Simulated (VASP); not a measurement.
A run of VASP 6.6.1 is set up as follows.

INCAR

```
SYSTEM = H3C2N
ALGO     = Normal         ! electronic algorithm
EDIFF    = 1E-6           ! SCF threshold, eV
ENCUT    = 1000           ! plane-wave cutoff, eV
GGA      = PE             ! functional
GGA_COMPAT= .False.      
ISIF     = 2              ! what is computed and relaxed
ISMEAR   = 0              ! smearing method
ISYM     = 0            
IVDW     = 12             ! dispersion correction
LASPH    = .True.         ! aspherical terms in the spheres
LCHARG   = .False.        ! write CHGCAR
LREAL    = .False.        ! projectors in reciprocal space
LWAVE    = .False.        ! write WAVECAR
NBANDS   = 17             ! bands
NELM     = 120            ! most SCF steps
NELMDL   = -8           
PREC     = Accurate       ! precision mode
SIGMA    = 0.005          ! smearing width, eV
```

The input KPOINTS:

```
k-points
0
Gamma
  1 1 1
  0 0 0
```

POSCAR

```
H3C2N
1.0
   14.0282406575      0.0000000000      0.0000000000
    0.0000000000     14.5000000000      0.0000000000
    0.0000000000      0.0000000000     15.0000000000
C N H
2 1 3
Direct
    0.4205515430      0.4920126364      0.4893487023
    0.5241524486      0.4911359026      0.4908544725
    0.6069242163      0.4904326873      0.4920657875
    0.3937279109      0.4396068314      0.4429090658
    0.3921926177      0.4773077224      0.5560337404
    0.3943974761      0.5598088955      0.4679239429
```

Potentials or basis: VASP PAW PBE potentials, release 64 (C_h, N_h, H_h).

The run is started by

```sh
$ cat potpaw_PBE.64/C_h/POTCAR potpaw_PBE.64/N_h/POTCAR potpaw_PBE.64/H_h/POTCAR > POTCAR
$ mpirun -np 1 vasp_gam > vasp.out
```

Q: Estimate the largest force.

A: 0.050 eV/Å.

Q: What does it give for the gap between the frontier levels?

A: 7.25 eV.

Q: What does it give for the dispersion energy per atom?

A: -0.013 eV.

Forces in eV/Å, atoms in the order of the input:
```
C    0.020  0.000  0.000
C   -0.050  0.000 -0.001
N    0.034  0.000  0.000
H   -0.001 -0.003 -0.003
H   -0.001 -0.001  0.004
H   -0.001  0.004 -0.001
```
